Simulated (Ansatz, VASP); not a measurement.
# SnTe3: VASP beside Ansatz

```
Te Sn
1.0
     0.00000    3.86122    3.86122
     3.86122    0.00000    3.86122
     3.86122    3.86122    0.00000
Te Sn
3 1
Direct
  0.50000 0.50000 0.50000
  0.75000 0.75000 0.75000
  0.25000 0.25000 0.25000
  0.00000 0.00000 0.00000
```

Alike in both runs: task relaxation of cell and atoms; functional PBEsol; dispersion D4; k mesh 6 × 6 × 6; occupations fermi-dirac, width 0.05 eV; no spin polarisation.

|  | VASP | Ansatz |
| --- | --- | --- |
| version | VASP 6.6.1 | Ansatz 0.2.0 |
| potentials or method | VASP PAW PBE potentials, release 64 (Te, Sn_d) | Ansatz PAW |
| plane-wave cutoff (eV) | 600 | 420 |
| valence electrons in the cell | 32 | 62 |

```tsv
	VASP	Ansatz	Ansatz less VASP
gap on the k mesh at the Fermi level, each at its own relaxed structure (eV)	none	none	-
relaxed volume (Å³/atom)	26.36	26.36	-0.002
relaxed cell length with the largest relative difference (Å)	5.303	5.303	-0.0001
```

VASP's potentials were made for PBE, not for PBEsol. A gap of «none» marks a metal or a gap that the smearing closes. VASP's potentials hold 32 valence electrons a cell and Ansatz's 62, so a difference there can come from the potentials and not from the codes.

Neither program's run includes spin-orbit coupling. Noted on Ansatz's run: the plane-wave basis is chosen anew once the cell has moved, so the energies of steps on either side of that aren't comparable.
